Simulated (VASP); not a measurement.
# MoW14 (a cell with a defect) in VASP: a series of runs

Runs on MoW14 (a cell with a defect). Level: PBE+D3(BJ). Tasks: single point.

All numbers are computed with VASP 6.6.1; they aren't measurements. Logs are shortened: lines on timing, memory, paths and dates and some standing lists are left out, and cuts for length are marked.

**1. The cell of the first run**

The cell holds a defect, 15 atoms: a = 6.320 Å, b = 6.320 Å, c = 6.320 Å, α = 90.00°, β = 90.00°, γ = 90.00°.

**2. Single point, PBE+D3(BJ)**

The input, INCAR:

```
SYSTEM = MoW14
PREC = Accurate
ENCUT = 520
EDIFF = 1E-7
ISMEAR = -1
SIGMA = 0.15
LREAL = Auto
LASPH = .TRUE.
NELM = 100
ALGO = Normal
ISIF = 2
LWAVE = .FALSE.
LCHARG = .FALSE.
GGA = PE
IVDW = 12
NBANDS = 118
```

The input, KPOINTS:

```
regular mesh
0
G
  3 3 3
  0 0 0
```

The input, POSCAR:

```
MoW14
1.0
    6.3200000000      0.0000000000      0.0000000000
    0.0000000000      6.3200000000      0.0000000000
    0.0000000000      0.0000000000      6.3200000000
Mo W
1 14
Direct
    0.2473802083     -0.2473802083     -0.2473802083
    0.4998858549     -0.0001876291     -0.0001876291
    0.0001876291      0.5001141451     -0.0001876291
    0.0001876291     -0.0001876291      0.5001141451
    0.2474185575      0.2473065629      0.2473065629
    0.4997633159      0.5002366841     -0.0000996405
    0.4997633159     -0.0000996405      0.5002366841
    0.7525936650      0.2474063350      0.2474063350
    0.0000996405      0.5002366841      0.5002366841
    0.2476037202      0.7523962798      0.2476387163
    0.2476037202      0.2476387163      0.7523962798
    0.4997645855      0.5002354145      0.5002354145
    0.7526934371      0.7525814425      0.2473065629
    0.7526934371      0.2473065629      0.7525814425
    0.7523612837      0.7523962798      0.7523962798
```

Potentials or basis: VASP PAW PBE potentials, release 64 (Mo_sv, W_sv).

Started as:

```console
$ cat potpaw_PBE.64/Mo_sv/POTCAR potpaw_PBE.64/W_sv/POTCAR > POTCAR
$ mpirun -np 1 vasp_std > vasp.out
```

OUTCAR:

```text
SYSTEM = MoW14
   PREC = Accurate
   ENCUT = 520
   EDIFF = 1E-7
   ISMEAR = -1
   LREAL = Auto
   LASPH = .TRUE.
   NELM = 100
   ISIF = 2
   GGA = PE
   IVDW = 12
 IVDW          = 12

 ion  position               nearest neighbor table
   1  0.247  0.753  0.753-   2 2.73   3 2.73   4 2.73   6 2.74   7 2.74   9 2.74  12 2.76  10 3.13
                            11 3.13  15 3.13  15 3.19  10 3.19  11 3.19
   2  0.500  1.000  1.000-   1 2.73  15 2.73   5 2.73  11 2.73  10 2.73  14 2.73  13 2.73   8 2.73
                             6 3.16   7 3.16   6 3.16   7 3.16
   3  0.000  0.500  1.000-   1 2.73  11 2.73  13 2.73  10 2.73  15 2.73  14 2.73   5 2.73   8 2.73
                             9 3.16   6 3.16   9 3.16   6 3.16
   4  0.000  1.000  0.500-   1 2.73  10 2.73  14 2.73  11 2.73  15 2.73   5 2.73  13 2.73   8 2.73
                             9 3.16   7 3.16   9 3.16   7 3.16
   5  0.247  0.247  0.247-   2 2.73   3 2.73   4 2.73   6 2.75   7 2.75   9 2.75  12 2.77   8 3.13
                            11 3.13  10 3.13  10 3.19  11 3.19   8 3.19
   6  0.500  0.500  1.000-   1 2.74  10 2.74  11 2.75  15 2.75  13 2.75   5 2.75   8 2.75  14 2.75
                             3 3.16   2 3.16  12 3.16  12 3.16   3 3.16   2 3.16
   7  0.500  1.000  0.500-   1 2.74  11 2.74  10 2.75  15 2.75  14 2.75   5 2.75   8 2.75  13 2.75
                             4 3.16   2 3.16  12 3.16  12 3.16   4 3.16   2 3.16
   8  0.753  0.247  0.247-   2 2.73   3 2.73   4 2.73   6 2.75   7 2.75   9 2.75  12 2.77  14 3.13
                            13 3.13   5 3.13  14 3.19  13 3.19   5 3.19
   9  0.000  0.500  0.500-   1 2.74  15 2.74  11 2.75  10 2.75  14 2.75  13 2.75   8 2.75   5 2.75
                             4 3.16   3 3.16  12 3.16  12 3.16   4 3.16   3 3.16
  10  0.248  0.752  0.248-   4 2.73   3 2.73   2 2.73   6 2.74   7 2.75   9 2.75  12 2.76   5 3.13
                            13 3.13   1 3.13   1 3.19  13 3.19   5 3.19
  11  0.248  0.248  0.752-   3 2.73   2 2.73   4 2.73   7 2.74   6 2.75   9 2.75  12 2.76   5 3.13
                            14 3.13   1 3.13   1 3.19  14 3.19   5 3.19
  12  0.500  0.500  0.500-  10 2.76  11 2.76  15 2.76   1 2.76  13 2.77  14 2.77   5 2.77   8 2.77
                             9 3.16   7 3.16   6 3.16   9 3.16   6 3.16   7 3.16
  13  0.753  0.753  0.247-   3 2.73   2 2.73   4 2.73   6 2.75   9 2.75   7 2.75  12 2.77   8 3.13
                            10 3.13  15 3.13  15 3.19  10 3.19   8 3.19
  14  0.753  0.247  0.753-   4 2.73   3 2.73   2 2.73   7 2.75   9 2.75   6 2.75  12 2.77   8 3.13
                            11 3.13  15 3.13  15 3.19  11 3.19   8 3.19
  15  0.752  0.752  0.752-   2 2.73   3 2.73   4 2.73   9 2.74   7 2.75   6 2.75  12 2.76  13 3.13
                            14 3.13   1 3.13   1 3.19  14 3.19  13 3.19

  LATTYP: Found a simple cubic cell.
 ALAT       =     6.3200000000

  Lattice vectors:

 A1 = (   6.3200000000,   0.0000000000,   0.0000000000)
 A2 = (   0.0000000000,   6.3200000000,   0.0000000000)
 A3 = (   0.0000000000,   0.0000000000,   6.3200000000)

Analysis of symmetry for initial positions (statically):
=====================================================================
 Subroutine PRICEL returns:
 Original cell was already a primitive cell.

 Routine SETGRP: Setting up the symmetry group for a
 simple cubic supercell.

 Subroutine GETGRP returns: Found  6 space group operations
 (whereof  6 operations were pure point group operations)
 out of a pool of 48 trial point group operations.

The static configuration has the point symmetry C_3v.

Analysis of symmetry for dynamics (positions and initial velocities):
=====================================================================
 Subroutine PRICEL returns:
 Original cell was already a primitive cell.

 Routine SETGRP: Setting up the symmetry group for a
 simple cubic supercell.

 Subroutine GETGRP returns: Found  6 space group operations
 (whereof  6 operations were pure point group operations)
 out of a pool of 48 trial point group operations.

The dynamic configuration has the point symmetry C_3v.

 Subroutine INISYM returns: Found  6 space group operations
 (whereof  6 operations are pure point group operations),
 and found     1 'primitive' translations

----------------------------------------------------------------------------------------

                                     Primitive cell

  volume of cell :     252.4360

  direct lattice vectors                    reciprocal lattice vectors
     6.320000000  0.000000000  0.000000000     0.158227848  0.000000000  0.000000000
     0.000000000  6.320000000  0.000000000     0.000000000  0.158227848  0.000000000
     0.000000000  0.000000000  6.320000000     0.000000000  0.000000000  0.158227848
[... 61 lines left out ...]
 ===========================================

 Found      6 irreducible k-points:

 Following reciprocal coordinates:
            Coordinates               Weight
  0.000000  0.000000  0.000000      1.000000
  0.333333  0.000000  0.000000      6.000000
  0.333333  0.333333  0.000000      6.000000
  0.000000  0.333333  0.333333      6.000000
  0.333333  0.333333  0.333333      6.000000
 -0.333333  0.333333  0.333333      2.000000
   k-points           NKPTS =      6   k-points in BZ     NKDIM =      6   number of bands    NBANDS=    118
   number of dos      NEDOS =    301   number of ions     NIONS =     15
   total plane-waves  NPLWV = 110592
   dimension x,y,z NGX =    48 NGY =   48 NGZ =   48
   dimension x,y,z NGXF=    96 NGYF=   96 NGZF=   96
   ions per type =               1  14
   NGX,Y,Z   is equivalent  to a cutoff of  12.63, 12.63, 12.63 a.u.
   NGXF,Y,Z  is equivalent  to a cutoff of  25.25, 25.25, 25.25 a.u.
 SYSTEM =  MoW14
   PREC   = accura    normal or accurate (medium, high low for compatibility)
   ISTART =      0    job   : 0-new  1-cont  2-samecut
   ICHARG =      2    charge: 1-file 2-atom 10-const
   ISPIN  =      1    spin polarized calculation?
   LNONCOLLINEAR =      F non collinear calculations
   LSORBIT =      F    spin-orbit coupling
   LASPH  =      T    aspherical Exc in radial PAW
   ENCUT  =  520.0 eV  38.22 Ry    6.18 a.u.  11.75 11.75 11.75*2*pi/ulx,y,z
   NELM   =    100;   NELMIN=  2; NELMDL= -5     # of ELM steps
   EDIFF  = 0.1E-06   stopping-criterion for ELM
   LREAL  =      T    real-space projection
   EDIFFG = 0.1E-05   stopping-criterion for IOM
   NSW    =      0    number of steps for IOM
   IBRION =     -1    ionic relax: 0-MD 1-quasi-New 2-CG
   NFREE  =      0    steps in history (QN), initial steepest desc. (CG)
   ISIF   =      2    stress and relaxation
   ISYM   =      2    0-nonsym 1-usesym 2-fastsym
   POTIM  = 0.5000    time-step for ionic-motion
   TEBEG  =    0.0;   TEEND  =   0.0 temperature during run
   PSTRESS=    0.0 pullay stress
   NELECT =     210.0000    total number of electrons
   NUPDOWN=      -1.0000    fix difference up-down
   EMIN   =  10.00;   EMAX   =-10.00  energy-range for DOS
   EFERMI =   0.00;   METHOD = LEGACY
   ISMEAR =    -1;   SIGMA  =   0.15  broadening in eV -4-tet -1-fermi 0-gaus
   EFERMI_NEDOS =   21; number of points for ismear=-14 and -15
   IALGO  =     38    algorithm
   IMIX   =      4    mixing-type and parameters
     AMIX     =   0.40;   BMIX     =  1.00
     AMIX_MAG =   1.60;   BMIX_MAG =  1.00
  volume/ion in A,a.u.               =      16.83       113.57
  Fermi-wavevector in a.u.,A,eV,Ry     =   1.539681  2.909576 32.254225  2.370619
  Thomas-Fermi vector in A             =   2.645875
   LORBIT       =      0    0 simple, 1 ext, 2 COOP (PROOUT), +10 PAW based schemes
   GGA     = PE    functional components
   LHFCALC =     F    Hartree Fock is set to
   AEXX    =    0.0000 exact exchange contribution
   IVDW    =    12    specifies the selected vdW correction
   LEPSILON=     F    determine dielectric tensor
   LRPA    =     F    only Hartree local field effects (RPA)
 non-spin polarized calculation
  energy-cutoff  :      520.00
  volume of cell :      252.44
 maximum number of plane-waves:      6859
   NGX = 23   NGY = 23   NGZ = 23

 number of electron     210.0000004 magnetization

 Free energy of the ion-electron system (eV)
  ---------------------------------------------------
  ext. energy  EPLUGINS =         0.00000000
  ---------------------------------------------------
  free energy    TOTEN  =      -189.27840277 eV

  energy without entropy =     -188.54174593  energy(sigma->0) =     -188.91007435

 E-fermi :  10.3175     XC(G=0): -13.1996

 val. band max:       10.3165891357   @ k =   0.0000   0.3333   0.3333
 cond. band min:      10.3980422209   @ k =   0.3333   0.3333   0.3333
 fundamental gap:      0.0814530852
 Fermi energy:        10.3174794695

 k-point     1 :       0.0000    0.0000    0.0000
  band No.  band energies     occupation
      1     -63.5877      2.00000
      2     -63.5109      2.00000
      3     -63.5109      2.00000
      4     -63.5015      2.00000
      5     -63.5015      2.00000
      6     -63.5003      2.00000
[... 709 lines left out ...]
    116      12.5748      0.00000
    117      12.5955      0.00000
 [bands above 117 left out]

------------------------ aborting loop because EDIFF is reached ----------------------------------------

 Edisp (eV)   -9.81802

 E8    (eV) :    -5.0059

  FORCE on cell =-STRESS in cart. coord.  units (eV):
  Direction    XX          YY          ZZ          XY          YZ          ZX
  --------------------------------------------------------------------------------------
  -------------------------------------------------------------------------------------
  Total     -10.45162   -10.45162   -10.45162    -0.05270     0.05270    -0.05270
  in kB     -66.33501   -66.33501   -66.33501    -0.33445     0.33445    -0.33445
  external pressure =      -66.34 kB  Pullay stress =        0.00 kB

 VOLUME and BASIS-vectors are now :
 -----------------------------------------------------------------------------
  energy-cutoff  :      520.00
  volume of cell :      252.44
      direct lattice vectors                 reciprocal lattice vectors
     6.320000000  0.000000000  0.000000000     0.158227848  0.000000000  0.000000000
     0.000000000  6.320000000  0.000000000     0.000000000  0.158227848  0.000000000
     0.000000000  0.000000000  6.320000000     0.000000000  0.000000000  0.158227848

 POSITION                                       TOTAL-FORCE (eV/Angst)
 -----------------------------------------------------------------------------------
      1.56344      4.75656      4.75656        -0.003506      0.003506      0.003506
      3.15928      6.31881      6.31881         0.002094      0.001025      0.001025
      0.00119      3.16072      6.31881        -0.001025     -0.002094      0.001025
      0.00119      6.31881      3.16072        -0.001025      0.001025     -0.002094
      1.56369      1.56298      1.56298        -0.003104     -0.011720     -0.011720
      3.15850      3.16150      6.31937        -0.005705      0.005705     -0.002684
      3.15850      6.31937      3.16150        -0.005705     -0.002684      0.005705
      4.75639      1.56361      1.56361         0.008786     -0.008786     -0.008786
      0.00063      3.16150      3.16150         0.002684      0.005705      0.005705
      1.56486      4.75514      1.56508         0.002258     -0.002258      0.001987
      1.56486      1.56508      4.75514         0.002258      0.001987     -0.002258
      3.15851      3.16149      3.16149        -0.019463      0.019463      0.019463
      4.75702      4.75631      1.56298         0.011720      0.003104     -0.011720
      4.75702      1.56298      4.75631         0.011720     -0.011720      0.003104
      4.75492      4.75514      4.75514        -0.001987     -0.002258     -0.002258
 -----------------------------------------------------------------------------------
    total drift:                               -0.001567      0.001567      0.001567

  FREE ENERGIE OF THE ION-ELECTRON SYSTEM (eV)
  ---------------------------------------------------
  free  energy   TOTEN  =      -199.0964194657 eV

  energy  without entropy=     -198.3597626243  energy(sigma->0) =     -198.72809105
```

It took 12 min on 1 thread of AMD EPYC 7R13, shared host; peak memory 0.36 GiB.

Results:

| Property | Result |
| --- | --- |
| Free energy | -199.0964 eV |
| Pressure | -6.6 GPa |
| Largest force | 0.034 eV/Å |
| Dispersion energy per atom | -0.655 eV |

Forces on the atoms (eV/Å):
```
Mo  -0.004  0.004  0.004
W    0.002  0.001  0.001
W   -0.001 -0.002  0.001
W   -0.001  0.001 -0.002
W   -0.003 -0.012 -0.012
W   -0.006  0.006 -0.003
W   -0.006 -0.003  0.006
W    0.009 -0.009 -0.009
W    0.003  0.006  0.006
W    0.002 -0.002  0.002
W    0.002  0.002 -0.002
W   -0.019  0.019  0.019
W    0.012  0.003 -0.012
W    0.012 -0.012  0.003
W   -0.002 -0.002 -0.002
```

Caveat: spin-orbit coupling is left out, which moves the levels of the heavy elements.

**3. Single point, PBE+D3(BJ)**

The input, INCAR:

```
ALGO = Normal ; EDIFF = 1E-7
ENCUT = 520 ; GGA = PE
ISIF = 2 ; ISMEAR = -1
IVDW = 12 ; LASPH = T
LCHARG = F ; LREAL = Auto
LWAVE = F ; NBANDS = 118
NELM = 60 ; PREC = Accurate
SIGMA = 0.15
```

The input, KPOINTS:

```
k-points
0
Gamma
  3 3 3
```

The input, POSCAR:

```
MoW14
1.0
    6.3200000000      0.0000000000      0.0000000000
    0.0000000000      6.3200000000      0.0000000000
    0.0000000000      0.0000000000      6.3200000000
Mo W
1 14
Direct
    0.2473802215     -0.2473802215     -0.2473802215
    0.4998859177     -0.0001876582     -0.0001876582
    0.0001876582      0.5001140823     -0.0001876582
    0.0001876582     -0.0001876582      0.5001140823
    0.2474185127      0.2473064873      0.2473064873
    0.4997632911      0.5002367089     -0.0000996835
    0.4997632911     -0.0000996835      0.5002367089
    0.7525936709      0.2474063291      0.2474063291
    0.0000996835      0.5002367089      0.5002367089
    0.2476037975      0.7523962025      0.2476387658
    0.2476037975      0.2476387658      0.7523962025
    0.4997645570      0.5002354430      0.5002354430
    0.7526935127      0.7525814873      0.2473064873
    0.7526935127      0.2473064873      0.7525814873
    0.7523612342      0.7523962025      0.7523962025
```

Potentials or basis: VASP PAW PBE potentials, release 64 (Mo_sv, W_sv).

Started as:

```console
$ cat potpaw_PBE.64/Mo_sv/POTCAR potpaw_PBE.64/W_sv/POTCAR > POTCAR
$ mpirun -np 1 vasp_std > vasp.out
```

It took 12 min on 1 thread of AMD EPYC 7R13, shared host; peak memory 0.36 GiB.

It converged, with:

```
Free energy                : -199.0964 eV
Pressure                   : -6.6 GPa
Largest force              : 0.034 eV/Å
Dispersion energy per atom : -0.655 eV
```

Forces in eV/Å, atoms in the order of the input:
```
Mo  -0.004  0.004  0.004
W    0.002  0.001  0.001
W   -0.001 -0.002  0.001
W   -0.001  0.001 -0.002
W   -0.003 -0.012 -0.012
W   -0.006  0.006 -0.003
W   -0.006 -0.003  0.006
W    0.009 -0.009 -0.009
W    0.003  0.006  0.006
W    0.002 -0.002  0.002
W    0.002  0.002 -0.002
W   -0.019  0.019  0.019
W    0.012  0.003 -0.012
W    0.012 -0.012  0.003
W   -0.002 -0.002 -0.002
```

Levels at points of the mesh, in eV from the Fermi level:
```
           k point  band 103  band 104  band 105  band 106  band 107  band 108
(0.00, 0.00, 0.00)     -0.13     -0.07     -0.07      1.02      1.02      1.04
```

Caveat: spin-orbit coupling is left out, which moves the levels of the heavy elements.
